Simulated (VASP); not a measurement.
# NiO (Fm-3m) in VASP: a series of runs

The runs below take NiO through single point, with r2SCAN.

Everything below comes from runs of VASP 6.6.1. Logs are shortened: lines on timing, memory, paths and dates and some standing lists are left out, and cuts for length are marked.

## 1. The cell of the first run

The structure is cubic, space group Fm-3m (No. 225). Conventional cell: a = 4.103 Å, b = 4.103 Å, c = 4.103 Å, α = 90.00°, β = 90.00°, γ = 90.00°. Within 2.7 Å of Ni (site symmetry m-3m) lie 6 O at 2.05 Å. Within 2.7 Å of O (site symmetry m-3m) lie 6 Ni at 2.05 Å.

## 2. Single point, r2SCAN, collinear spin, ferromagnetic start (volume scaled by 0.94)

File POSCAR:

```
NiO
1.0
    0.0000000000      2.0514606124      2.0514606124
    2.0514606124      0.0000000000      2.0514606124
    2.0514606124      2.0514606124      0.0000000000
Ni O
1 1
Direct
    0.0000000000      0.0000000000      0.0000000000
    0.5000000000      0.5000000000      0.5000000000
```

File INCAR.step1:

```
SYSTEM = NiO
PREC = Accurate
ENCUT = 520
ISMEAR = 0
SIGMA = 0.02
LREAL = .False.
LASPH = .True.
NELM = 150
ISPIN = 2
MAGMOM = 1.84 0.31
LMAXMIX = 4
NBANDS = 19
GGA = PE
ALGO = Normal
EDIFF = 1E-4
LWAVE = .True.
LCHARG = .False.
```

File INCAR.step2:

```
SYSTEM = NiO
PREC = Accurate
ENCUT = 520
EDIFF = 1E-6
ISMEAR = 0
SIGMA = 0.02
LREAL = .False.
LASPH = .True.
NELM = 150
ALGO = Normal
ISIF = 2
LWAVE = .False.
LCHARG = .True.
ISPIN = 2
MAGMOM = 1.84 0.31
LORBIT = 11
LMAXMIX = 4
METAGGA = R2SCAN
LMIXTAU = .True.
LELF = .True.
LVHAR = .True.
NBANDS = 19
ISTART = 1
```

File KPOINTS:

```
Automatic mesh
0
Gamma
  12 12 12
  0 0 0
```

Potentials or basis: VASP PAW PBE potentials, release 64 (Ni, O).

The run is started by

```console
$ cat potpaw_PBE.64/Ni/POTCAR potpaw_PBE.64/O/POTCAR > POTCAR
$ cp INCAR.step1 INCAR
$ mpirun -np 1 vasp_std > vasp.out
$ cp INCAR.step2 INCAR
$ mpirun -np 1 vasp_std > vasp.out
```

OUTCAR:

```text
SYSTEM = NiO
   PREC = Accurate
   ENCUT = 520
   EDIFF = 1E-6
   ISMEAR = 0
   LREAL = .False.
   LASPH = .True.
   NELM = 150
   ISIF = 2
   ISPIN = 2
   LORBIT = 11
   METAGGA = R2SCAN
   ISTART = 1

 ion  position               nearest neighbor table
   1  0.000  0.000  0.000-   2 2.05   2 2.05   2 2.05   2 2.05   2 2.05   2 2.05
   2  0.500  0.500  0.500-   1 2.05   1 2.05   1 2.05   1 2.05   1 2.05   1 2.05

  LATTYP: Found a face centered cubic cell.
 ALAT       =     4.1029212248

  Lattice vectors:

 A1 = (   0.0000000000,   2.0514606124,   2.0514606124)
 A2 = (   2.0514606124,   0.0000000000,   2.0514606124)
 A3 = (   2.0514606124,   2.0514606124,   0.0000000000)

Analysis of symmetry for initial positions (statically):
=====================================================================
 Subroutine PRICEL returns:
 Original cell was already a primitive cell.

 Routine SETGRP: Setting up the symmetry group for a
 face centered cubic supercell.

 Subroutine GETGRP returns: Found 48 space group operations
 (whereof 48 operations were pure point group operations)
 out of a pool of 48 trial point group operations.

The static configuration has the point symmetry O_h .

Analysis of symmetry for dynamics (positions and initial velocities):
=====================================================================
 Subroutine PRICEL returns:
 Original cell was already a primitive cell.

 Routine SETGRP: Setting up the symmetry group for a
 face centered cubic supercell.

 Subroutine GETGRP returns: Found 48 space group operations
 (whereof 48 operations were pure point group operations)
 out of a pool of 48 trial point group operations.

The dynamic configuration has the point symmetry O_h .

Analysis of structural, dynamic, and magnetic symmetry:
=====================================================================
 Subroutine PRICEL returns:
 Original cell was already a primitive cell.

 Routine SETGRP: Setting up the symmetry group for a
 face centered cubic supercell.

 Subroutine GETGRP returns: Found 48 space group operations
 (whereof 48 operations were pure point group operations)
 out of a pool of 48 trial point group operations.

The overall configuration has the point symmetry O_h .

 Subroutine INISYM returns: Found 48 space group operations
 (whereof 48 operations are pure point group operations),
 and found     1 'primitive' translations

----------------------------------------------------------------------------------------

                                     Primitive cell

  volume of cell :      17.2671

  direct lattice vectors                    reciprocal lattice vectors
     0.000000000  2.051460612  2.051460612    -0.243728784  0.243728784  0.243728784
     2.051460612  0.000000000  2.051460612     0.243728784 -0.243728784  0.243728784
     2.051460612  2.051460612  0.000000000     0.243728784  0.243728784 -0.243728784

  length of vectors
     2.901203421  2.901203421  2.901203421     0.422150637  0.422150637  0.422150637

  position of ions in fractional coordinates (direct lattice)
     0.000000000  0.000000000  0.000000000
     0.500000000  0.500000000  0.500000000

  ion indices of the primitive-cell ions
   primitive index   ion index
                 1           1
                 2           2

----------------------------------------------------------------------------------------

 KPOINTS: Automatic mesh

Automatic generation of k-mesh.
 Grid dimensions read from file:
 generate k-points for:   12   12   12

 Generating k-lattice:

  Cartesian coordinates                     Fractional coordinates (reciprocal lattice)
    -0.020310732  0.020310732  0.020310732     0.083333333  0.000000000  0.000000000
     0.020310732 -0.020310732  0.020310732     0.000000000  0.083333333  0.000000000
     0.020310732  0.020310732 -0.020310732     0.000000000  0.000000000  0.083333333

  Length of vectors
     0.035179220  0.035179220  0.035179220

  Shift w.r.t. Gamma in fractional coordinates (k-lattice)
     0.000000000  0.000000000  0.000000000

 Subroutine IBZKPT returns following result:
 ===========================================

 Found     72 irreducible k-points:

 Following reciprocal coordinates:
            Coordinates               Weight
  0.000000  0.000000  0.000000      1.000000
  0.083333  0.000000  0.000000      8.000000
  0.166667  0.000000  0.000000      8.000000
  0.250000  0.000000  0.000000      8.000000
  0.333333  0.000000  0.000000      8.000000
  0.416667  0.000000  0.000000      8.000000
[... 16 lines left out ...]
  0.500000  0.166667  0.000000     24.000000
 -0.416667  0.166667  0.000000     24.000000
 [... further k-points ...]
   k-points           NKPTS =     72   k-points in BZ     NKDIM =     72   number of bands    NBANDS=     19
   number of dos      NEDOS =    301   number of ions     NIONS =      2
   total plane-waves  NPLWV =  13824
   dimension x,y,z NGX =    24 NGY =   24 NGZ =   24
   dimension x,y,z NGXF=    48 NGYF=   48 NGZF=   48
   ions per type =               1   1
   NGX,Y,Z   is equivalent  to a cutoff of  13.75, 13.75, 13.75 a.u.
   NGXF,Y,Z  is equivalent  to a cutoff of  27.51, 27.51, 27.51 a.u.
 SYSTEM =  NiO
   PREC   = accura    normal or accurate (medium, high low for compatibility)
   ISTART =      1    job   : 0-new  1-cont  2-samecut
   ICHARG =      0    charge: 1-file 2-atom 10-const
   ISPIN  =      2    spin polarized calculation?
   LNONCOLLINEAR =      F non collinear calculations
   LSORBIT =      F    spin-orbit coupling
   LASPH  =      T    aspherical Exc in radial PAW
   ENCUT  =  520.0 eV  38.22 Ry    6.18 a.u.   5.39  5.39  5.39*2*pi/ulx,y,z
   NELM   =    150;   NELMIN=  2; NELMDL=  0     # of ELM steps
   EDIFF  = 0.1E-05   stopping-criterion for ELM
   LREAL  =      F    real-space projection
   EDIFFG = 0.1E-04   stopping-criterion for IOM
   NSW    =      0    number of steps for IOM
   IBRION =     -1    ionic relax: 0-MD 1-quasi-New 2-CG
   NFREE  =      0    steps in history (QN), initial steepest desc. (CG)
   ISIF   =      2    stress and relaxation
   ISYM   =      2    0-nonsym 1-usesym 2-fastsym
   POTIM  = 0.5000    time-step for ionic-motion
   TEBEG  =    0.0;   TEEND  =   0.0 temperature during run
   PSTRESS=    0.0 pullay stress
   NELECT =      16.0000    total number of electrons
   NUPDOWN=      -1.0000    fix difference up-down
   EMIN   =  10.00;   EMAX   =-10.00  energy-range for DOS
   EFERMI =   0.00;   METHOD = LEGACY
   ISMEAR =     0;   SIGMA  =   0.02  broadening in eV -4-tet -1-fermi 0-gaus
   EFERMI_NEDOS =   21; number of points for ismear=-14 and -15
   IALGO  =     38    algorithm
   IMIX   =      4    mixing-type and parameters
     AMIX     =   0.40;   BMIX     =  1.00
     AMIX_MAG =   1.60;   BMIX_MAG =  1.00
  volume/ion in A,a.u.               =       8.63        58.26
  Fermi-wavevector in a.u.,A,eV,Ry     =   1.596032  3.016063 34.658375  2.547319
  Thomas-Fermi vector in A             =   2.693858
   LORBIT       =     11    0 simple, 1 ext, 2 COOP (PROOUT), +10 PAW based schemes
   METAGGA = R2SCAN    functional components
   LHFCALC =     F    Hartree Fock is set to
   AEXX    =    0.0000 exact exchange contribution
   IVDW    =     0    specifies the selected vdW correction
   LEPSILON=     F    determine dielectric tensor
   LRPA    =     F    only Hartree local field effects (RPA)
 spin polarized calculation
 Gauss-broadening in eV      SIGMA  =   0.02
  energy-cutoff  :      520.00
  volume of cell :       17.27
 maximum number of plane-waves:       487
 NGX is ok and might be reduce to    24
   NGX = 11   NGY = 11   NGZ = 11

 number of electron      15.9999989 magnetization       1.9998046

 Free energy of the ion-electron system (eV)
  ---------------------------------------------------
  ext. energy  EPLUGINS =         0.00000000
  ---------------------------------------------------
  free energy    TOTEN  =       -20.05878371 eV

  energy without entropy =      -20.05878371  energy(sigma->0) =      -20.05878371

 E-fermi :   8.6919     XC(G=0): -13.7545

 val. band max:        8.4337492565   @ k =   0.5000   0.0000   0.0000
 cond. band min:       8.9467871128   @ k =   0.0000   0.0000   0.0000
 fundamental gap:      0.5130378562
 Fermi energy:         8.6919191122

 spin component 1

 k-point     1 :       0.0000    0.0000    0.0000
  band No.  band energies     occupation
      1     -13.3040      1.00000
      2       4.2670      1.00000
      3       4.2672      1.00000
      4       5.1135      1.00000
      5       5.1136      1.00000
      6       5.1136      1.00000
[... 11 lines left out ...]
     18      35.8672      0.00000
     19      35.8674      0.00000
[... 485 lines left out ...]
 k-point    24 :      -0.4167    0.1667    0.0000
  band No.  band energies     occupation
      1     -11.7698      1.00000
      2       0.1026      1.00000
      3       1.7580      1.00000
      4       1.7896      1.00000
      5       5.5769      1.00000
      6       5.8214      1.00000
[... 11 lines left out ...]
     18      40.9151      0.00000
     19      41.1226      0.00000

 [... further k-points ...]

 spin component 2

 k-point     1 :       0.0000    0.0000    0.0000
  band No.  band energies     occupation
      1     -12.7657      1.00000
      2       5.9932      1.00000
      3       5.9935      1.00000
      4       5.9937      1.00000
      5       5.9966      1.00000
      6       5.9966      1.00000
[... 11 lines left out ...]
     18      36.9292      0.00000
     19      36.9308      0.00000
[... 485 lines left out ...]
 k-point    24 :      -0.4167    0.1667    0.0000
  band No.  band energies     occupation
      1     -11.1220      1.00000
      2       0.5845      1.00000
      3       3.0916      1.00000
      4       3.6293      1.00000
      5       6.9249      1.00000
      6       6.9988      1.00000
[... 11 lines left out ...]
     18      41.6293      0.00000
     19      41.9023      0.00000

 [... further k-points ...]
[... 5 lines left out ...]
  --------------------------------------------------------------------------------------
  -------------------------------------------------------------------------------------
  Total        1.6589241      1.6589241      1.6589241     -0.0000000     -0.0000000      0.0000000
  in kB      153.9279756    153.9279756    153.9279756     -0.0000000     -0.0000000      0.0000000
  external PRESSURE =     153.9279756 kB  Pullay stress =       0.0000000 kB

 VOLUME and BASIS-vectors are now :
 -----------------------------------------------------------------------------
  energy-cutoff  :      520.00
  volume of cell :       17.27
      direct lattice vectors                 reciprocal lattice vectors
     0.000000000  2.051460612  2.051460612    -0.243728784  0.243728784  0.243728784
     2.051460612  0.000000000  2.051460612     0.243728784 -0.243728784  0.243728784
     2.051460612  2.051460612  0.000000000     0.243728784  0.243728784 -0.243728784

 POSITION                                       TOTAL-FORCE (eV/Angst)
 -----------------------------------------------------------------------------------
      0.00000      0.00000      0.00000         0.000000      0.000000      0.000000
      2.05146      2.05146      2.05146         0.000000      0.000000      0.000000
 -----------------------------------------------------------------------------------
    total drift:                                0.000000     -0.000000     -0.000000

  FREE ENERGIE OF THE ION-ELECTRON SYSTEM (eV)
  ---------------------------------------------------
  free  energy   TOTEN  =       -20.0587837082 eV

  energy  without entropy=      -20.0587837082  energy(sigma->0) =      -20.05878371

 total charge

# of ion       s       p       d       tot
------------------------------------------
    1        0.356   0.465   8.214   9.034
    2        1.555   3.528   0.000   5.084
--------------------------------------------------
tot          1.911   3.993   8.214  14.118

 magnetization (x)

# of ion       s       p       d       tot
------------------------------------------
    1        0.012   0.013   1.662   1.687
    2        0.030   0.252   0.000   0.282
--------------------------------------------------
tot          0.042   0.265   1.662   1.969
```

Run time: 89 s. Hardware: 1 thread of Intel Xeon Platinum 8488C (Sapphire Rapids), shared host; peak memory 0.18 GiB.

What came out:

```yaml
Free_energy: -20.0588 eV
Pressure: 15.4 GPa
Band_gap_on_the_k_mesh: 0.51 eV, indirect (least direct gap 1.67 eV)
Net_moment: 2.00 μB per cell
Site_moments: Ni +1.69; O +0.28 μB
Valence_electrons_inside_the_program's_atomic_spheres: Ni 9.03; O 5.08
```

Levels at points of the mesh, in eV from the valence-band top:
Spin up:
| k point | band 6 | band 7 | band 8 | band 9 | band 10 | band 11 | band 12 | band 13 |
| --- | --- | --- | --- | --- | --- | --- | --- | --- |
| (0.00, 0.00, 0.00) | -3.32 | -3.15 | -3.15 | -3.15 | 2.41 | 18.91 | 19.99 | 19.99 |
| (0.50, 0.00, 0.00) | -2.64 | -1.93 | 0.00 | 0.00 | 6.37 | 11.39 | 15.14 | 15.14 |
| (0.50, 0.50, 0.00) | -3.83 | -3.15 | -2.29 | -2.29 | 7.06 | 11.93 | 12.89 | 18.33 |
Spin down:
```tsv
k point	band 4	band 5	band 6	band 7	band 8	band 9	band 10	band 11
(0.00, 0.00, 0.00)	-2.44	-2.44	-2.44	-2.44	0.51	0.51	2.99	19.01
(0.50, 0.00, 0.00)	-4.91	-1.40	-1.40	-0.98	3.54	3.54	6.68	12.23
(0.50, 0.50, 0.00)	-3.95	-3.42	-1.32	-1.32	1.03	1.70	7.71	12.56
```

Caveat: the PAW data sets were made with another functional, which shifts forces and pressure a little; a cell with one magnetic atom can't hold antiferromagnetic order, which such compounds often take.

## 3. Single point, r2SCAN, collinear spin, ferromagnetic start (volume scaled by 0.97)

File POSCAR:

```
NiO
1.0
    0.0000000000      2.0730565216      2.0730565216
    2.0730565216      0.0000000000      2.0730565216
    2.0730565216      2.0730565216      0.0000000000
Ni O
1 1
Direct
    0.0000000000      0.0000000000      0.0000000000
    0.5000000000      0.5000000000      0.5000000000
```

File INCAR.step1:

```
PREC = Accurate
ENCUT = 520
ISMEAR = 0
SIGMA = 0.02
LREAL = F
LASPH = T
NELM = 150
ISPIN = 2
MAGMOM = 1.84 0.31
LMAXMIX = 4
NBANDS = 19
GGA = PE
ALGO = Normal
EDIFF = 1E-4
LWAVE = T
LCHARG = F
```

File INCAR.step2:

```
PREC = Accurate
ENCUT = 520
EDIFF = 1E-6
ISMEAR = 0
SIGMA = 0.02
LREAL = F
LASPH = T
NELM = 150
ALGO = Normal
ISIF = 2
LWAVE = F
LCHARG = F
ISPIN = 2
MAGMOM = 1.84 0.31
LORBIT = 11
LMAXMIX = 4
METAGGA = R2SCAN
LMIXTAU = T
NBANDS = 19
ISTART = 1
```

File KPOINTS:

```
Automatic mesh
0
Gamma
  12 12 12
```

Potentials or basis: VASP PAW PBE potentials, release 64 (Ni, O).

The run is started by

```console
$ cat potpaw_PBE.64/Ni/POTCAR potpaw_PBE.64/O/POTCAR > POTCAR
$ cp INCAR.step1 INCAR
$ mpirun -np 1 vasp_std > vasp.out
$ cp INCAR.step2 INCAR
$ mpirun -np 1 vasp_std > vasp.out
```

Wall time 92 s (1 thread of Intel Xeon Platinum 8488C (Sapphire Rapids), shared host); peak memory 0.18 GiB.

Results (log left out):

| Quantity | Value |
| --- | --- |
| Free energy | -20.0981 eV |
| Pressure | 7.2 GPa |
| Band gap on the k mesh | 0.63 eV, indirect (least direct gap 1.71 eV) |
| Net moment | 2.00 μB per cell |
| Site moments | Ni +1.69; O +0.28 μB |
| Valence electrons inside the program's atomic spheres | Ni 8.97; O 5.06 |

Levels at points of the mesh, in eV from the valence-band top:
Spin up:
```
           k point  band 6  band 7  band 8  band 9  band 10  band 11  band 12  band 13
(0.00, 0.00, 0.00)   -3.19   -2.94   -2.94   -2.94     2.28    18.86    19.80    19.80
(0.50, 0.00, 0.00)   -2.56   -1.87    0.00    0.00     6.36    11.12    14.99    14.99
(0.50, 0.50, 0.00)   -3.74   -3.13   -2.22   -2.22     6.91    11.76    12.82    18.00
```
Spin down:
| k point | band 5 | band 6 | band 7 | band 8 | band 9 | band 10 |
| --- | --- | --- | --- | --- | --- | --- |
| (0.00, 0.00, 0.00) | -2.25 | -2.25 | -2.25 | 0.63 | 0.63 | 2.85 |
| (0.50, 0.00, 0.00) | -1.32 | -1.32 | -0.93 | 3.52 | 3.52 | 6.66 |
| (0.50, 0.50, 0.00) | -3.23 | -1.25 | -1.25 | 1.12 | 1.72 | 7.56 |

Caveat: the PAW data sets were made with another functional, which shifts forces and pressure a little; a cell with one magnetic atom can't hold antiferromagnetic order, which such compounds often take. A k mesh can miss the band edges.
